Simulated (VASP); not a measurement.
# C in VASP: further runs

C is run at these levels: r2SCAN; tasks: single point.

Program: VASP 6.6.1. These are calculated values, not measurements. Logs are shortened: lines on timing, memory, paths and dates and some standing lists are left out, and cuts for length are marked.

## 1. The cell of the first run

The structure is hexagonal, space group P6_3mc (No. 186). The conventional cell has a = 2.456 Å, b = 2.456 Å, c = 29.492 Å, α = 90.00°, β = 90.00°, γ = 120.00°. Within 1.9 Å of C (site symmetry 3m) lie 3 C at 1.42 Å. Within 1.9 Å of C (site symmetry 3m) lie 3 C at 1.42 Å. C (site symmetry 3m) has 3 C at 1.42 Å within 1.9 Å. Within 1.9 Å of C (site symmetry 3m) lie 3 C at 1.42 Å. C (site symmetry 3m) has 3 C at 1.42 Å within 1.9 Å. C (site symmetry 3m) has 3 C at 1.42 Å within 1.9 Å.

## 2. Single point, r2SCAN

POSCAR

```
C
1.0
    2.4562499605      0.0000000000      0.0000000000
   -1.2281249803      2.1271748638      0.0000000000
    0.0000000000      0.0000000000     29.4918787000
C
12
Direct
    0.6666666700      0.3333333300      0.9983718000
    0.6666666700      0.3333333300      0.4983719100
    0.6666666700      0.3333333300      0.7327879500
    0.6666666700      0.3333333300      0.2327903300
    0.0000000000      0.0000000000      0.6158379900
    0.3333333300      0.6666666700      0.2327879500
    0.0000000000      0.0000000000      0.1158379900
    0.6666666700      0.3333333300      0.6158400100
    0.3333333300      0.6666666700      0.7327903300
    0.3333333300      0.6666666700      0.1158400100
    0.3333333300      0.6666666700      0.4983718000
    0.3333333300      0.6666666700      0.9983719100
```

INCAR.step1

```
ALGO     = Normal         # electronic algorithm
EDIFF    = 1E-4           # SCF threshold, eV
ENCUT    = 520            # plane-wave cutoff, eV
GGA      = PE             # functional
ISMEAR   = 0              # smearing method
LASPH    = True           # aspherical terms in the spheres
LCHARG   = False          # write CHGCAR
LREAL    = False          # projectors in reciprocal space
LWAVE    = True           # write WAVECAR
NBANDS   = 36             # bands
NELM     = 100            # most SCF steps
PREC     = Accurate       # precision mode
SIGMA    = 0.1            # smearing width, eV
```

INCAR.step2

```
ALGO     = Normal         # electronic algorithm
EDIFF    = 1E-6           # SCF threshold, eV
ENCUT    = 520            # plane-wave cutoff, eV
ISIF     = 2              # what is computed and relaxed
ISMEAR   = 0              # smearing method
ISTART   = 1            
LASPH    = True           # aspherical terms in the spheres
LCHARG   = True           # write CHGCAR
LELF     = True           # ELF
LMIXTAU  = True         
LREAL    = False          # projectors in reciprocal space
LVHAR    = True         
LWAVE    = False          # write WAVECAR
METAGGA  = R2SCAN         # meta-GGA
NBANDS   = 36             # bands
NELM     = 100            # most SCF steps
PREC     = Accurate       # precision mode
SIGMA    = 0.1            # smearing width, eV
```

KPOINTS

```
k-points
0
Gamma
  12 12 1
```

Potentials or basis: VASP PAW PBE potentials, release 64 (C).

On the command line:

```bash
$ cat potpaw_PBE.64/C/POTCAR > POTCAR
$ cp INCAR.step1 INCAR
$ mpirun -np 1 vasp_std > vasp.out
$ cp INCAR.step2 INCAR
$ mpirun -np 1 vasp_std > vasp.out
```

OUTCAR:

```text
EDIFF = 1E-6
   ENCUT = 520
   ISIF = 2
   ISMEAR = 0
   ISTART = 1
   LASPH = True
   LREAL = False
   METAGGA = R2SCAN
   NELM = 100
   PREC = Accurate

 ion  position               nearest neighbor table
   1  0.667  0.333  0.998-  12 1.42  12 1.42  12 1.42
   2  0.667  0.333  0.498-  11 1.42  11 1.42  11 1.42
   3  0.667  0.333  0.733-   9 1.42   9 1.42   9 1.42
   4  0.667  0.333  0.233-   6 1.42   6 1.42   6 1.42
   5  0.000  0.000  0.616-   8 1.42   8 1.42   8 1.42
   6  0.333  0.667  0.233-   4 1.42   4 1.42   4 1.42
   7  0.000  0.000  0.116-  10 1.42  10 1.42  10 1.42
   8  0.667  0.333  0.616-   5 1.42   5 1.42   5 1.42
   9  0.333  0.667  0.733-   3 1.42   3 1.42   3 1.42
  10  0.333  0.667  0.116-   7 1.42   7 1.42   7 1.42
  11  0.333  0.667  0.498-   2 1.42   2 1.42   2 1.42
  12  0.333  0.667  0.998-   1 1.42   1 1.42   1 1.42

  LATTYP: Found a hexagonal cell.
 ALAT       =     2.4562499605
 C/A-ratio  =    12.0068719285

  Lattice vectors:

 A1 = (   2.4562499605,   0.0000000000,   0.0000000000)
 A2 = (  -1.2281249803,   2.1271748638,   0.0000000000)
 A3 = (   0.0000000000,   0.0000000000,  29.4918787000)

Analysis of symmetry for initial positions (statically):
=====================================================================
 Subroutine PRICEL returns:
 Original cell was already a primitive cell.

 Routine SETGRP: Setting up the symmetry group for a
 hexagonal supercell.

 Subroutine GETGRP returns: Found 12 space group operations
 (whereof  6 operations were pure point group operations)
 out of a pool of 24 trial point group operations.

The static configuration has the point symmetry C_3v.
 The point group associated with its full space group is C_6v.

Analysis of symmetry for dynamics (positions and initial velocities):
=====================================================================
 Subroutine PRICEL returns:
 Original cell was already a primitive cell.

 Routine SETGRP: Setting up the symmetry group for a
 hexagonal supercell.

 Subroutine GETGRP returns: Found 12 space group operations
 (whereof  6 operations were pure point group operations)
 out of a pool of 24 trial point group operations.

The dynamic configuration has the point symmetry C_3v.
 The point group associated with its full space group is C_6v.

 Subroutine INISYM returns: Found 12 space group operations
 (whereof  6 operations are pure point group operations),
 and found     1 'primitive' translations

----------------------------------------------------------------------------------------

                                     Primitive cell

  volume of cell :     154.0913

  direct lattice vectors                    reciprocal lattice vectors
     2.456249961  0.000000000  0.000000000     0.407124688  0.235053549  0.000000000
    -1.228124980  2.127174864  0.000000000     0.000000000  0.470107097  0.000000000
     0.000000000  0.000000000 29.491878700     0.000000000  0.000000000  0.033907640

  length of vectors
     2.456249961  2.456249960 29.491878700     0.470107097  0.470107097  0.033907640

  position of ions in fractional coordinates (direct lattice)
     0.666666670  0.333333330  0.998371800
     0.666666670  0.333333330  0.498371910
     0.666666670  0.333333330  0.732787950
     0.666666670  0.333333330  0.232790330
     0.000000000  0.000000000  0.615837990
     0.333333330  0.666666670  0.232787950
     0.000000000  0.000000000  0.115837990
     0.666666670  0.333333330  0.615840010
     0.333333330  0.666666670  0.732790330
     0.333333330  0.666666670  0.115840010
     0.333333330  0.666666670  0.498371800
     0.333333330  0.666666670  0.998371910

  ion indices of the primitive-cell ions
   primitive index   ion index
                 1           1
                 2           2
                 3           3
                 4           4
                 5           5
                 6           6
                 7           7
                 8           8
                 9           9
                10          10
                11          11
                12          12

----------------------------------------------------------------------------------------

 KPOINTS: k-points

Automatic generation of k-mesh.
 Grid dimensions read from file:
 generate k-points for:   12   12    1

 Generating k-lattice:

  Cartesian coordinates                     Fractional coordinates (reciprocal lattice)
     0.033927057  0.019587796  0.000000000     0.083333333  0.000000000  0.000000000
     0.000000000  0.039175591  0.000000000     0.000000000  0.083333333  0.000000000
     0.000000000  0.000000000  0.033907640     0.000000000  0.000000000  1.000000000

  Length of vectors
     0.039175591  0.039175591  0.033907640

  Shift w.r.t. Gamma in fractional coordinates (k-lattice)
     0.000000000  0.000000000  0.000000000

 Subroutine IBZKPT returns following result:
 ===========================================

 Found     19 irreducible k-points:

 Following reciprocal coordinates:
            Coordinates               Weight
  0.000000  0.000000  0.000000      1.000000
  0.083333 -0.000000  0.000000      6.000000
  0.166667  0.000000  0.000000      6.000000
  0.250000  0.000000  0.000000      6.000000
  0.333333  0.000000  0.000000      6.000000
  0.416667  0.000000  0.000000      6.000000
[... 11 lines left out ...]
  0.333333  0.250000  0.000000     12.000000
  0.333333  0.333333  0.000000      2.000000
   k-points           NKPTS =     19   k-points in BZ     NKDIM =     19   number of bands    NBANDS=     36
   number of dos      NEDOS =    301   number of ions     NIONS =     12
   total plane-waves  NPLWV =  72576
   dimension x,y,z NGX =    18 NGY =   18 NGZ =  224
   dimension x,y,z NGXF=    36 NGYF=   36 NGZF=  448
   ions per type =              12
   NGX,Y,Z   is equivalent  to a cutoff of  12.18, 12.18, 12.63 a.u.
   NGXF,Y,Z  is equivalent  to a cutoff of  24.37, 24.37, 25.25 a.u.
 SYSTEM =  unknown system
   PREC   = accura    normal or accurate (medium, high low for compatibility)
   ISTART =      1    job   : 0-new  1-cont  2-samecut
   ICHARG =      0    charge: 1-file 2-atom 10-const
   ISPIN  =      1    spin polarized calculation?
   LNONCOLLINEAR =      F non collinear calculations
   LSORBIT =      F    spin-orbit coupling
   LASPH  =      T    aspherical Exc in radial PAW
   ENCUT  =  520.0 eV  38.22 Ry    6.18 a.u.   4.57  4.57 54.84*2*pi/ulx,y,z
   NELM   =    100;   NELMIN=  2; NELMDL=  0     # of ELM steps
   EDIFF  = 0.1E-05   stopping-criterion for ELM
   LREAL  =      F    real-space projection
   EDIFFG = 0.1E-04   stopping-criterion for IOM
   NSW    =      0    number of steps for IOM
   IBRION =     -1    ionic relax: 0-MD 1-quasi-New 2-CG
   NFREE  =      0    steps in history (QN), initial steepest desc. (CG)
   ISIF   =      2    stress and relaxation
   ISYM   =      2    0-nonsym 1-usesym 2-fastsym
   POTIM  = 0.5000    time-step for ionic-motion
   TEBEG  =    0.0;   TEEND  =   0.0 temperature during run
   PSTRESS=    0.0 pullay stress
   NELECT =      48.0000    total number of electrons
   NUPDOWN=      -1.0000    fix difference up-down
   EMIN   =  10.00;   EMAX   =-10.00  energy-range for DOS
   EFERMI =   0.00;   METHOD = LEGACY
   ISMEAR =     0;   SIGMA  =   0.10  broadening in eV -4-tet -1-fermi 0-gaus
   EFERMI_NEDOS =   21; number of points for ismear=-14 and -15
   IALGO  =     38    algorithm
   IMIX   =      4    mixing-type and parameters
     AMIX     =   0.40;   BMIX     =  1.00
     AMIX_MAG =   1.60;   BMIX_MAG =  1.00
  volume/ion in A,a.u.               =      12.84        86.65
  Fermi-wavevector in a.u.,A,eV,Ry     =   1.109760  2.097143 16.756498  1.231568
  Thomas-Fermi vector in A             =   2.246304
   LORBIT       =      0    0 simple, 1 ext, 2 COOP (PROOUT), +10 PAW based schemes
   METAGGA = R2SCAN    functional components
   LHFCALC =     F    Hartree Fock is set to
   AEXX    =    0.0000 exact exchange contribution
   IVDW    =     0    specifies the selected vdW correction
   LEPSILON=     F    determine dielectric tensor
   LRPA    =     F    only Hartree local field effects (RPA)
 non-spin polarized calculation
 Gauss-broadening in eV      SIGMA  =   0.10
  energy-cutoff  :      520.00
  volume of cell :      154.09
 maximum number of plane-waves:      4206
   NGX =  9   NGY =  9   NGZ =109

 number of electron      47.9999986 magnetization

 Free energy of the ion-electron system (eV)
  ---------------------------------------------------
  ext. energy  EPLUGINS =         0.00000000
  ---------------------------------------------------
  free energy    TOTEN  =      -119.16509635 eV

  energy without entropy =     -119.15884700  energy(sigma->0) =     -119.16197168

 E-fermi :   1.8501     XC(G=0):  -8.0486

 val. band max:        1.8445931214   @ k =   0.3333   0.3333   0.0000
 cond. band min:       1.8541378033   @ k =   0.3333   0.3333   0.0000
 fundamental gap:      0.0095446819
 Fermi energy:         1.8500712098

 k-point     1 :       0.0000    0.0000    0.0000
  band No.  band energies     occupation
      1     -19.0716      2.00000
      2     -19.0716      2.00000
      3     -18.9973      2.00000
      4     -18.9973      2.00000
      5     -18.9052      2.00000
      6     -18.9052      2.00000
[... 28 lines left out ...]
     35      10.5764      0.00000
     36      10.5787      0.00000

 k-point     2 :       0.0833   -0.0000    0.0000
  band No.  band energies     occupation
      1     -18.8963      2.00000
      2     -18.8963      2.00000
      3     -18.8228      2.00000
      4     -18.8228      2.00000
      5     -18.7315      2.00000
      6     -18.7315      2.00000
[... 655 lines left out ...]
 k-point    19 :       0.3333    0.3333    0.0000
  band No.  band energies     occupation
      1     -11.7050      2.00000
      2     -11.7050      2.00000
      3     -11.6597      2.00000
      4     -11.6597      2.00000
      5     -11.6584      2.00000
      6     -11.6584      2.00000
[... 28 lines left out ...]
     35      13.1255      0.00000
     36      13.1727      0.00000

------------------------ aborting loop because EDIFF is reached ----------------------------------------

  FORCE on cell =-STRESS in cart. coord.  units (eV):
  Direction    XX          YY          ZZ          XY          YZ          ZX
  --------------------------------------------------------------------------------------
  -------------------------------------------------------------------------------------
  Total        0.5875279      0.5875279      0.0942414     -0.0000000      0.0000000      0.0000000
  in kB        6.1088698      6.1088698      0.9798824     -0.0000000      0.0000000      0.0000000
  external PRESSURE =       4.3992073 kB  Pullay stress =       0.0000000 kB

 VOLUME and BASIS-vectors are now :
 -----------------------------------------------------------------------------
  energy-cutoff  :      520.00
  volume of cell :      154.09
      direct lattice vectors                 reciprocal lattice vectors
     2.456249961  0.000000000  0.000000000     0.407124688  0.235053549  0.000000000
    -1.228124980  2.127174864  0.000000000     0.000000000  0.470107097  0.000000000
     0.000000000  0.000000000 29.491878700     0.000000000  0.000000000  0.033907640

 POSITION                                       TOTAL-FORCE (eV/Angst)
 -----------------------------------------------------------------------------------
      1.22812      0.70906     29.44386         0.000000     -0.000000     -0.009821
      1.22812      0.70906     14.69792        -0.000000     -0.000000     -0.000086
      1.22812      0.70906     21.61129         0.000000     -0.000000      0.002818
      1.22812      0.70906      6.86542         0.000000     -0.000000      0.011115
      0.00000      0.00000     18.16222         0.000000     -0.000000     -0.001371
     -0.00000      1.41812      6.86535        -0.000000      0.000000      0.002818
      0.00000      0.00000      3.41628        -0.000000      0.000000     -0.001371
      1.22812      0.70906     18.16228         0.000000     -0.000000     -0.002654
     -0.00000      1.41812     21.61136        -0.000000      0.000000      0.011115
     -0.00000      1.41812      3.41634         0.000000     -0.000000     -0.002654
     -0.00000      1.41812     14.69792        -0.000000      0.000000     -0.009821
     -0.00000      1.41812     29.44386         0.000000      0.000000     -0.000086
 -----------------------------------------------------------------------------------
    total drift:                                0.000000      0.000000      0.000056

  FREE ENERGIE OF THE ION-ELECTRON SYSTEM (eV)
  ---------------------------------------------------
  free  energy   TOTEN  =      -119.1650963544 eV

  energy  without entropy=     -119.1588470043  energy(sigma->0) =     -119.16197168
```

It took 9.3 min on 1 thread of Intel Xeon Platinum 8488C (Sapphire Rapids), shared host; peak memory 0.3 GiB.

What came out:

```
Free energy   : -119.1651 eV
Pressure      : 0.4 GPa
Largest force : 0.011 eV/Å
```

Forces in eV/Å, atoms in the order of the input:
```
C    0.000  0.000 -0.010
C    0.000  0.000  0.000
C    0.000  0.000  0.003
C    0.000  0.000  0.011
C    0.000  0.000 -0.001
C    0.000  0.000  0.003
C    0.000  0.000 -0.001
C    0.000  0.000 -0.003
C    0.000  0.000  0.011
C    0.000  0.000 -0.003
C    0.000  0.000 -0.010
C    0.000  0.000  0.000
```

Caveat: the PAW data sets were made with another functional, which shifts forces and pressure a little.

## 3. Single point, r2SCAN

This run uses another cell than the first one, of 12.91 Å³/atom, 1.006 times its volume.

POSCAR

```
C
1.0
    2.4558674700      0.0000000000      0.0000000000
   -1.2279337350      2.1268436174      0.0000000000
    0.0000000000      0.0000000000     29.6701649276
C
12
Direct
    0.6666666667      0.3333333333      0.6312083965
    0.6666666667      0.3333333333      0.1312123515
    0.6666666667      0.3333333333      0.3687876485
    0.6666666667      0.3333333333      0.8687916035
    0.0000000000      0.0000000000      0.2500000000
    0.3333333333      0.6666666667      0.8687876485
    0.0000000000      0.0000000000      0.7500000000
    0.6666666667      0.3333333333      0.2500000000
    0.3333333333      0.6666666667      0.3687916035
    0.3333333333      0.6666666667      0.7500000000
    0.3333333333      0.6666666667      0.1312083965
    0.3333333333      0.6666666667      0.6312123515
```

INCAR.step1

```
ALGO = Normal
EDIFF = 1E-4
ENCUT = 520
GGA = PE
ISMEAR = 0
LASPH = True
LCHARG = False
LREAL = False
LWAVE = True
NBANDS = 36
NELM = 100
PREC = Accurate
SIGMA = 0.1
```

INCAR.step2

```
ALGO = Normal
EDIFF = 1E-6
ENCUT = 520
ISIF = 2
ISMEAR = 0
ISTART = 1
LASPH = True
LCHARG = False
LMIXTAU = True
LREAL = False
LWAVE = False
METAGGA = R2SCAN
NBANDS = 36
NELM = 100
PREC = Accurate
SIGMA = 0.1
```

KPOINTS

```
k-points
0
Gamma
  18 18 2
```

Potentials or basis: VASP PAW PBE potentials, release 64 (C).

On the command line:

```bash
$ cat potpaw_PBE.64/C/POTCAR > POTCAR
$ cp INCAR.step1 INCAR
$ mpirun -np 1 vasp_std > vasp.out
$ cp INCAR.step2 INCAR
$ mpirun -np 1 vasp_std > vasp.out
```

Wall time 16 min (1 thread of Intel Xeon 6975P-C (Granite Rapids), shared host); peak memory 0.44 GiB.

Results (log left out):

* Free energy: -119.1870 eV
* Pressure: 0.5 GPa

Stress tensor (GPa, compression positive):
```
 0.73  0.00  0.00
 0.00  0.73  0.00
 0.00  0.00 -0.09
```

Levels at points of the mesh, in eV from the Fermi level:
| k point | band 21 | band 22 | band 23 | band 24 | band 25 | band 26 | band 27 | band 28 |
| --- | --- | --- | --- | --- | --- | --- | --- | --- |
| (0.00, 0.00, 0.00) | -3.21 | -3.21 | -3.21 | -3.21 | 3.49 | 3.69 | 4.19 | 4.94 |
| (0.50, 0.00, 0.00) | -2.53 | -2.53 | -2.36 | -2.35 | 1.63 | 1.63 | 1.79 | 1.79 |
| (0.00, 0.00, 0.50) | -3.21 | -3.21 | -3.21 | -3.21 | 3.57 | 3.57 | 4.48 | 4.48 |
| (0.50, 0.00, 0.50) | -2.53 | -2.53 | -2.36 | -2.36 | 1.63 | 1.63 | 1.79 | 1.79 |

Caveat: the PAW data sets were made with another functional, which shifts forces and pressure a little.
